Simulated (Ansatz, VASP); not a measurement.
## Hf in VASP and in Ansatz

Contents of INCAR:

```
ALGO = Normal ; EDIFF = 1E-6
ENCUT = 520 ; GGA = PS
ISIF = 2 ; ISMEAR = -1
LASPH = T ; LCHARG = F
LREAL = F ; LWAVE = F
NBANDS = 28 ; NELM = 100
PREC = Accurate ; SIGMA = 0.1
```

Contents of KPOINTS:

```
k-points
0
Gamma
  13 13 4
```

Contents of POSCAR:

```
Hf
1.0
    3.2362627877      0.0000000000      0.0000000000
   -1.6181313938      2.8026857875      0.0000000000
    0.0000000000      0.0000000000     10.3502850446
Hf
4
Direct
    0.0000000000      0.0000000000      0.0000000000
    1.0000000000      0.0000000000      0.5000000000
    0.3333333333      0.6666666667      0.2500000000
    0.6666666667      0.3333333333      0.7500000000
```

Input for Ansatz:

```yaml
crystal:
  lattice:
    - [3.2362627877, 0.0, 0.0]
    - [-1.6181313938, 2.8026857875, 0.0]
    - [0.0, 0.0, 10.3502850446]
  atoms:
    - { symbol: Hf, position: [0.0, 0.0, 0.0] }
    - { symbol: Hf, position: [1.0, 0.0, 0.5] }
    - { symbol: Hf, position: [0.3333333333, 0.6666666667, 0.25] }
    - { symbol: Hf, position: [0.6666666667, 0.3333333333, 0.75] }
hamiltonian:
  xc: pbesol
  pseudopotentials:
    kind: paw
    azcp:
      Hf: "pseudopotentials/Hf.paw.azcp"
basis:
  ecutwfc: 420
  fft_grid_basis: typed
kpoints:
  mp_grid: { grid: [13, 13, 4], shift: [0, 0, 0] }
magnetization:
  spin_polarized: false
scf:
  occupations: { method: fermi_dirac, width: 0.1 }
  lower_state_search: "off"
output:
  stress: true
```

Alike in both runs: task single point; functional PBEsol; k mesh 13 × 13 × 4; occupations fermi-dirac, width 0.1 eV; no spin polarisation.

|  | VASP | Ansatz |
| --- | --- | --- |
| version | VASP 6.6.1 | Ansatz 0.2.0 |
| potentials or method | VASP PAW PBE potentials, release 64 (Hf_pv), cutoff 520 eV | plane waves (420 eV) with PAW, scalar-relativistic |
| valence electrons in the cell | 40 | 104 |

|  | VASP | Ansatz | Ansatz less VASP |
| --- | --- | --- | --- |
| pressure (GPa) | -7.9 | -7.5 | +0.40 |
| traceless stress, the component that is largest in VASP (GPa) | -0.10 | -0.07 | +0.038 |

VASP's potentials were made for PBE, not for PBEsol, and Ansatz warns of the same on its side. VASP's potentials hold 40 valence electrons a cell and Ansatz's 104, so a difference there can come from the potentials and not from the codes.

Spin-orbit coupling is off throughout.
